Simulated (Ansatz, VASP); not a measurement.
## Au: VASP beside Ansatz

The input INCAR:

```
PREC = Accurate ; ENCUT = 400
EDIFF = 1E-8 ; ISMEAR = -1
SIGMA = 0.03 ; LREAL = F
LASPH = T ; NELM = 120
ALGO = Normal ; ISIF = 2
LWAVE = F ; LCHARG = F
GGA = PS ; LEFG = T
NBANDS = 26 ; GGA_COMPAT = F
```

File KPOINTS:

```
regular mesh
0
Gamma
  14 14 8
```

File POSCAR:

```
Au
1.0
    2.8999984104      0.0000000000      0.0000000000
   -1.4499992052      2.5114722944      0.0000000000
    0.0000000000      0.0000000000      4.9288000000
Au
2
Direct
    0.3333333333      0.6666666667      0.7500000000
    0.6666666667      0.3333333333      0.2500000000
```

Input for Ansatz:

```yaml
crystal:
  lattice:
    - [2.8999984104, 0.0, 0.0]
    - [-1.4499992052, 2.5114722944, 0.0]
    - [0.0, 0.0, 4.9288]
  atoms:
    - { symbol: Au, position: [0.3333333333, 0.6666666667, 0.75] }
    - { symbol: Au, position: [0.6666666667, 0.3333333333, 0.25] }
kpoints:
  mp_grid: { grid: [14, 14, 8] }
scf:
  occupations: { method: fermi_dirac, width: 0.03 }
hamiltonian:
  xc: pbesol
  pseudopotentials: { kind: paw }
output:
  forces: true
  stress: true
  eigenvalues: true
  efg: { contact_densities: true }
```

Change from the starting cell: zz strain of +1 %, PAW files.

Alike in both runs: task electric field gradients; functional PBEsol; k mesh 14 × 14 × 8; occupations fermi-dirac, width 0.03 eV; no spin polarisation.

|  | VASP | Ansatz |
| --- | --- | --- |
| version | VASP 6.6.1 | Ansatz 0.2.0 |
| potentials or method | VASP PAW PBE potentials, release 64 (Au_sv_GW) | PAW with Ansatz's default frozen-core files, scalar-relativistic |
| plane-wave cutoff (eV) | 400 | 420 |
| valence electrons in the cell | 38 | 38 |

|  | VASP | Ansatz | Ansatz less VASP |
| --- | --- | --- | --- |
| size of Vzz on the site where it differs most (V/Å²) | 13.5 | 5.6 | -7.92 |

VASP's potentials were made for PBE, not for PBEsol. With one functional, cell and mesh, what is left measures potentials, basis and numerics.

Spin-orbit coupling is off throughout.
